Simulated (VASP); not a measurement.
# BN (I4/mmm) in VASP: single point with HSE06

Aim: the single point of BN with HSE06.

Program: VASP 6.6.1. These are calculated values, not measurements. Logs are shortened: lines on timing, memory, paths and dates and some standing lists are left out, and cuts for length are marked.

## (1) The cell of the first run

It takes space group I4/mmm (No. 139, tetragonal). Conventional cell: a = 2.348 Å, b = 2.348 Å, c = 3.783 Å, α = 90.00°, β = 90.00°, γ = 90.00°. Within 2.2 Å of B (site symmetry 4/mmm) lie 6 N at 1.66 to 1.89 Å. N (site symmetry 4/mmm) has 6 B at 1.66 to 1.89 Å within 2.2 Å.

## (2) Single point, HSE06 (epitaxial xy strain -4.9%)

Contents of POSCAR:

```
BN
1.0
    0.0000000000      1.6606296293      1.8912893641
    1.6606296293      0.0000000000      1.8912893641
    1.6606296293      1.6606296293      0.0000000000
B N
1 1
Direct
    0.0000000000      0.0000000000      0.0000000000
    0.5000000000      0.5000000000      0.5000000000
```

Contents of INCAR.step1:

```
SYSTEM = BN
PREC = Accurate
ENCUT = 520
EDIFF = 1E-5
ISMEAR = -1
SIGMA = 0.02
LREAL = .False.
LASPH = .True.
NELM = 80
ALGO = Normal
ISIF = 2
LWAVE = .True.
GGA = PE
NBANDS = 11
```

Contents of INCAR.step2:

```
SYSTEM = BN
PREC = Accurate
ENCUT = 520
EDIFF = 1E-6
ISMEAR = -1
SIGMA = 0.02
LREAL = .False.
LASPH = .True.
NELM = 80
ALGO = Normal
ISIF = 2
LWAVE = .False.
LCHARG = .True.
GGA = PE
LHFCALC = .True.
HFSCREEN = 0.2079
PRECFOCK = Normal
LELF = .True.
LVHAR = .True.
ISTART = 1
NBANDS = 11
```

Contents of KPOINTS:

```
regular mesh
0
Gamma
  8 8 8
  0 0 0
```

Potentials or basis: VASP PAW PBE potentials, release 64 (B, N).

Started as:

```sh
cat potpaw_PBE.64/B/POTCAR potpaw_PBE.64/N/POTCAR > POTCAR
cp INCAR.step1 INCAR
mpirun -np 1 vasp_std > vasp.out
cp INCAR.step2 INCAR
mpirun -np 1 vasp_std > vasp.out
```

OUTCAR:

```text
SYSTEM = BN
   PREC = Accurate
   ENCUT = 520
   EDIFF = 1E-6
   ISMEAR = -1
   LREAL = .False.
   LASPH = .True.
   NELM = 80
   ISIF = 2
   GGA = PE
   LHFCALC = .True.
   HFSCREEN = 0.2079
   PRECFOCK = Normal
   ISTART = 1

 ion  position               nearest neighbor table
   1  0.000  0.000  0.000-   2 1.66   2 1.66   2 1.66   2 1.66   2 1.89   2 1.89
   2  0.500  0.500  0.500-   1 1.66   1 1.66   1 1.66   1 1.66   1 1.89   1 1.89

  LATTYP: Found a body centered tetragonal cell.
 ALAT       =     2.3484849438
 C/A-ratio  =     1.6106463608

  Lattice vectors:

 A1 = (  -1.6606296293,   0.0000000000,   1.8912893641)
 A2 = (   1.6606296293,   0.0000000000,   1.8912893641)
 A3 = (   0.0000000000,   1.6606296293,  -1.8912893641)

Analysis of symmetry for initial positions (statically):
=====================================================================
 Subroutine PRICEL returns:
 Original cell was already a primitive cell.

 Routine SETGRP: Setting up the symmetry group for a
 body centered tetragonal supercell.

 Subroutine GETGRP returns: Found 16 space group operations
 (whereof 16 operations were pure point group operations)
 out of a pool of 16 trial point group operations.

The static configuration has the point symmetry D_4h.

Analysis of symmetry for dynamics (positions and initial velocities):
=====================================================================
 Subroutine PRICEL returns:
 Original cell was already a primitive cell.

 Routine SETGRP: Setting up the symmetry group for a
 body centered tetragonal supercell.

 Subroutine GETGRP returns: Found 16 space group operations
 (whereof 16 operations were pure point group operations)
 out of a pool of 16 trial point group operations.

The dynamic configuration has the point symmetry D_4h.

 Subroutine INISYM returns: Found 16 space group operations
 (whereof 16 operations are pure point group operations),
 and found     1 'primitive' translations

----------------------------------------------------------------------------------------

                                     Primitive cell

  volume of cell :      10.4312

  direct lattice vectors                    reciprocal lattice vectors
     0.000000000  1.660629629  1.891289364    -0.301090617  0.301090617  0.264369911
     1.660629629  0.000000000  1.891289364     0.301090617 -0.301090617  0.264369911
     1.660629629  1.660629629  0.000000000     0.301090617  0.301090617 -0.264369911

  length of vectors
     2.516876283  2.516876283  2.348484944     0.501201126  0.501201126  0.501201126

  position of ions in fractional coordinates (direct lattice)
     0.000000000  0.000000000  0.000000000
     0.500000000  0.500000000  0.500000000

  ion indices of the primitive-cell ions
   primitive index   ion index
                 1           1
                 2           2

----------------------------------------------------------------------------------------

 KPOINTS: regular mesh

Automatic generation of k-mesh.
 Grid dimensions read from file:
 generate k-points for:    8    8    8

 Generating k-lattice:

  Cartesian coordinates                     Fractional coordinates (reciprocal lattice)
    -0.037636327  0.037636327  0.033046239     0.125000000  0.000000000  0.000000000
     0.037636327 -0.037636327  0.033046239     0.000000000  0.125000000  0.000000000
     0.037636327  0.037636327 -0.033046239     0.000000000  0.000000000  0.125000000

  Length of vectors
     0.062650141  0.062650141  0.062650141

  Shift w.r.t. Gamma in fractional coordinates (k-lattice)
     0.000000000  0.000000000  0.000000000

 Subroutine IBZKPT returns following result:
 ===========================================

 Found     59 irreducible k-points:

 Following reciprocal coordinates:
            Coordinates               Weight
  0.000000  0.000000  0.000000      1.000000
  0.125000  0.000000  0.000000      8.000000
  0.250000  0.000000  0.000000      8.000000
  0.375000 -0.000000  0.000000      8.000000
  0.500000  0.000000  0.000000      4.000000
  0.125000  0.125000  0.000000      2.000000
[... 16 lines left out ...]
  0.250000  0.000000  0.125000     16.000000
  0.375000  0.000000  0.125000     16.000000
 [... further k-points ...]
   k-points           NKPTS =     59   k-points in BZ     NKDIM =    512   number of bands    NBANDS=     11
   number of dos      NEDOS =    301   number of ions     NIONS =      2
   total plane-waves  NPLWV =   7200
   dimension x,y,z NGX =    20 NGY =   20 NGZ =   18
   dimension x,y,z NGXF=    40 NGYF=   40 NGZF=   36
   ions per type =               1   1
   NGX,Y,Z   is equivalent  to a cutoff of  13.21, 13.21, 12.74 a.u.
   NGXF,Y,Z  is equivalent  to a cutoff of  26.42, 26.42, 25.48 a.u.
 SYSTEM =  BN
   PREC   = accura    normal or accurate (medium, high low for compatibility)
   ISTART =      1    job   : 0-new  1-cont  2-samecut
   ICHARG =      0    charge: 1-file 2-atom 10-const
   ISPIN  =      1    spin polarized calculation?
   LNONCOLLINEAR =      F non collinear calculations
   LSORBIT =      F    spin-orbit coupling
   LASPH  =      T    aspherical Exc in radial PAW
   ENCUT  =  520.0 eV  38.22 Ry    6.18 a.u.   4.68  4.68  4.37*2*pi/ulx,y,z
   NELM   =     80;   NELMIN=  2; NELMDL=  0     # of ELM steps
   EDIFF  = 0.1E-05   stopping-criterion for ELM
   LREAL  =      F    real-space projection
   EDIFFG = 0.1E-04   stopping-criterion for IOM
   NSW    =      0    number of steps for IOM
   IBRION =     -1    ionic relax: 0-MD 1-quasi-New 2-CG
   NFREE  =      0    steps in history (QN), initial steepest desc. (CG)
   ISIF   =      2    stress and relaxation
   ISYM   =      3    0-nonsym 1-usesym 2-fastsym
   POTIM  = 0.5000    time-step for ionic-motion
   TEBEG  =    0.0;   TEEND  =   0.0 temperature during run
   PSTRESS=    0.0 pullay stress
   NELECT =       8.0000    total number of electrons
   NUPDOWN=      -1.0000    fix difference up-down
   EMIN   =  10.00;   EMAX   =-10.00  energy-range for DOS
   EFERMI =   0.00;   METHOD = LEGACY
   ISMEAR =    -1;   SIGMA  =   0.02  broadening in eV -4-tet -1-fermi 0-gaus
   EFERMI_NEDOS =   21; number of points for ismear=-14 and -15
   IALGO  =     38    algorithm
   IMIX   =      1    mixing-type and parameters
     AMIX     =   0.40;   BMIX     =  1.00
     AMIX_MAG =   1.60;   BMIX_MAG =  1.00
  volume/ion in A,a.u.               =       5.22        35.20
  Fermi-wavevector in a.u.,A,eV,Ry     =   1.498512  2.831778 30.552415  2.245539
  Thomas-Fermi vector in A             =   2.610262
   LORBIT       =      0    0 simple, 1 ext, 2 COOP (PROOUT), +10 PAW based schemes
   GGA     = PE    functional components
   LHFCALC =     T    Hartree Fock is set to
   PRECFOCK=normal    Normal, Fast or Accurate (Low or Medium for compatibility)
   ENCUT4O =  -1.0   cutoff for four orbital integrals eV
   NKREDX  =     1    reduce k-point grid by
   NKREDY  =     1    reduce k-point grid by
   NKREDZ  =     1    reduce k-point grid by
   AEXX    =    0.2500 exact exchange contribution
   HFSCREEN=    0.2079 screening length (either q_TF or 0.3 A-1)
   HFSCREENC=   0.2079 screening length for correlation (either q_TF or 0.3 A-1)
   ENCUTFOCK=  -1.0 apply spherical cutoff to Coloumb kernel
   IVDW    =     0    specifies the selected vdW correction
   LEPSILON=     F    determine dielectric tensor
   LRPA    =     F    only Hartree local field effects (RPA)
 non-spin polarized calculation
  energy-cutoff  :      520.00
  volume of cell :       10.43
 maximum number of plane-waves:       291
  NGX = 16; NGY = 16; NGZ = 14

 number of electron       8.0000000 magnetization

 Free energy of the ion-electron system (eV)
  ---------------------------------------------------
  ext. energy  EPLUGINS =         0.00000000
  ---------------------------------------------------
  free energy    TOTEN  =       -16.50179981 eV

  energy without entropy =      -16.50179981  energy(sigma->0) =      -16.50179981

 E-fermi :  11.2817     XC(G=0): -11.2492

 val. band max:       10.7900573260   @ k =   0.0000   0.0000   0.0000
 cond. band min:      11.6773194357   @ k =   0.5000   0.0000   0.5000
 fundamental gap:      0.8872621098
 Fermi energy:        11.2816920491

 k-point     1 :       0.0000    0.0000    0.0000
  band No.  band energies     occupation
      1     -14.9386      2.00000
      2       8.0252      2.00000
      3       8.0252      2.00000
      4      10.7901      2.00000
      5      20.2231      0.00000
      6      21.4445      0.00000
      7      26.9868      0.00000
      8      26.9868      0.00000
      9      29.0627      0.00000
     10      31.2662      0.00000
     11      31.2662      0.00000

 k-point     2 :       0.1250    0.0000    0.0000
  band No.  band energies     occupation
      1     -14.4603      2.00000
      2       6.4569      2.00000
      3       8.1919      2.00000
      4      10.1652      2.00000
      5      19.0378      0.00000
      6      22.2301      0.00000
      7      25.1617      0.00000
      8      25.8655      0.00000
      9      29.7007      0.00000
     10      31.2149      0.00000
     11      32.2577      0.00000

 k-point     3 :       0.2500    0.0000    0.0000
  band No.  band energies     occupation
      1     -13.0573      2.00000
      2       2.5832      2.00000
      3       8.7000      2.00000
      4       9.3338      2.00000
      5      16.9125      0.00000
      6      21.7837      0.00000
      7      21.9807      0.00000
      8      25.7135      0.00000
      9      30.5807      0.00000
     10      34.8684      0.00000
     11      35.0461      0.00000

 k-point     4 :       0.3750   -0.0000    0.0000
  band No.  band energies     occupation
      1     -10.9143      2.00000
      2      -1.6347      2.00000
      3       8.7734      2.00000
      4       9.4422      2.00000
      5      15.2937      0.00000
      6      18.9001      0.00000
      7      20.8476      0.00000
      8      26.4123      0.00000
      9      32.9906      0.00000
     10      39.4076      0.00000
     11      40.3218      0.00000

 k-point     5 :       0.5000    0.0000    0.0000
  band No.  band energies     occupation
      1      -9.3003      2.00000
      2      -4.0169      2.00000
      3       8.5800      2.00000
      4       9.8753      2.00000
      5      14.7107      0.00000
      6      17.7015      0.00000
      7      20.4024      0.00000
      8      26.6556      0.00000
      9      34.9138      0.00000
     10      40.4861      0.00000
     11      44.4451      0.00000
[... 211 lines left out ...]
 k-point    21 :       0.5000    0.5000    0.0000
  band No.  band energies     occupation
      1      -8.1438      2.00000
      2      -3.3800      2.00000
      3       4.5757      2.00000
      4       4.5757      2.00000
      5      15.0689      0.00000
      6      21.4177      0.00000
      7      26.8538      0.00000
      8      28.5680      0.00000
      9      28.5680      0.00000
     10      46.9598      0.00000
     11      48.9136      0.00000

 k-point    22 :       0.1250    0.0000    0.1250
  band No.  band energies     occupation
      1     -14.2504      2.00000
      2       6.6931      2.00000
      3       7.4498      2.00000
      4       9.8058      2.00000
      5      20.0187      0.00000
      6      22.3108      0.00000
      7      22.6160      0.00000
      8      26.9227      0.00000
      9      27.2274      0.00000
     10      32.6151      0.00000
     11      34.6396      0.00000

 k-point    23 :       0.2500    0.0000    0.1250
  band No.  band energies     occupation
      1     -13.1001      2.00000
      2       3.8020      2.00000
      3       7.4088      2.00000
      4       8.9854      2.00000
      5      18.5015      0.00000
      6      19.7447      0.00000
      7      23.7840      0.00000
      8      25.8909      0.00000
      9      27.1725      0.00000
     10      36.2194      0.00000
     11      37.4000      0.00000

 k-point    24 :       0.3750    0.0000    0.1250
  band No.  band energies     occupation
      1     -11.1240      2.00000
      2      -0.2532      2.00000
      3       7.2764      2.00000
      4       8.4613      2.00000
      5      16.2932      0.00000
      6      18.4394      0.00000
      7      23.1140      0.00000
      8      26.8231      0.00000
      9      29.0006      0.00000
     10      39.4729      0.00000
     11      41.5295      0.00000

 [... further k-points ...]

------------------------ aborting loop because EDIFF is reached ----------------------------------------

  FORCE on cell =-STRESS in cart. coord.  units (eV):
  Direction    XX          YY          ZZ          XY          YZ          ZX
  --------------------------------------------------------------------------------------
  -------------------------------------------------------------------------------------
  Total        1.3239485      1.3239485     -0.5386857      0.0000000      0.0000000      0.0000000
  in kB      203.3518555    203.3518555    -82.7394283      0.0000000      0.0000000      0.0000000
  external PRESSURE =     107.9880942 kB  Pullay stress =       0.0000000 kB

 VOLUME and BASIS-vectors are now :
 -----------------------------------------------------------------------------
  energy-cutoff  :      520.00
  volume of cell :       10.43
      direct lattice vectors                 reciprocal lattice vectors
     0.000000000  1.660629629  1.891289364    -0.301090617  0.301090617  0.264369911
     1.660629629  0.000000000  1.891289364     0.301090617 -0.301090617  0.264369911
     1.660629629  1.660629629  0.000000000     0.301090617  0.301090617 -0.264369911

 POSITION                                       TOTAL-FORCE (eV/Angst)
 -----------------------------------------------------------------------------------
      0.00000      0.00000      0.00000         0.000000      0.000000     -0.000000
      1.66063      1.66063      1.89129         0.000000      0.000000      0.000000
 -----------------------------------------------------------------------------------
    total drift:                                0.000002      0.000000      0.000014

  FREE ENERGIE OF THE ION-ELECTRON SYSTEM (eV)
  ---------------------------------------------------
  free  energy   TOTEN  =       -16.5017998140 eV

  energy  without entropy=      -16.5017998140  energy(sigma->0) =      -16.50179981
```

Run time: 21 min. Hardware: 1 thread of Intel Xeon Platinum 8375C at 2.90GHz (Ice Lake), shared host; peak memory 0.23 GiB.

What came out:

* Free energy: -16.5018 eV
* Pressure: 10.8 GPa
* Band gap on the k mesh: 0.89 eV, indirect (least direct gap 4.84 eV)

Stress tensor (GPa, compression positive):
```
20.34  0.00  0.00
 0.00 20.34  0.00
 0.00  0.00 -8.27
```

Caveat: the cell differs from its parent crystal (epitaxial xy strain -4.9%); the PAW data sets were made with another functional, which shifts forces and pressure a little. A k mesh can miss the band edges.
